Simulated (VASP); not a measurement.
Mo, 8 atoms in the cell. The structure is trigonal, space group P-3m1 (No. 164). Conventional cell: a = 2.735 Å, b = 2.735 Å, c = 19.246 Å, α = 90.00°, β = 90.00°, γ = 120.00°. Within 3.6 Å of Mo (site symmetry 3m) lie 12 Mo at 2.73 to 2.88 Å. Within 3.6 Å of Mo (site symmetry 3m) lie 12 Mo at 2.73 to 2.88 Å. Mo (site symmetry 3m) has 12 Mo at 2.73 to 2.88 Å within 3.6 Å. Mo (site symmetry 3m) has 12 Mo at 2.73 to 2.88 Å within 3.6 Å. The cell was generated, and may not be a known phase.

```yaml
Program: VASP 6.6.1
Task: single point
Functional: PBE
Potentials_or_basis: VASP PAW PBE potentials, release 64 (Mo_sv)
Cutoff: 520 eV
k_mesh: 6 × 6 × 1
Occupations: gaussian, width 0.1 eV
Spin: no spin polarisation
Dipole_correction: no
Further_INCAR_settings: ALGO = Normal; EDIFF = 1e-07; NBANDS = 66
```

Potentials or basis: VASP PAW PBE potentials, release 64 (Mo_sv).

Command:

```console
$ cat potpaw_PBE.64/Mo_sv/POTCAR > POTCAR
$ mpirun -np 1 vasp_std > vasp.out
```

Hardware: 1 thread of Intel(R) Xeon(R) Platinum 8259CL CPU @ 2.50GHz (Skylake/Cascade Lake) (shared host).

How long does it take, and how much memory?

Run time: 86 s on 1 thread of Intel(R) Xeon(R) Platinum 8259CL CPU @ 2.50GHz (Skylake/Cascade Lake) (shared host), peak memory 0.23 GiB. Counts: scf iterations 20, k points 7.
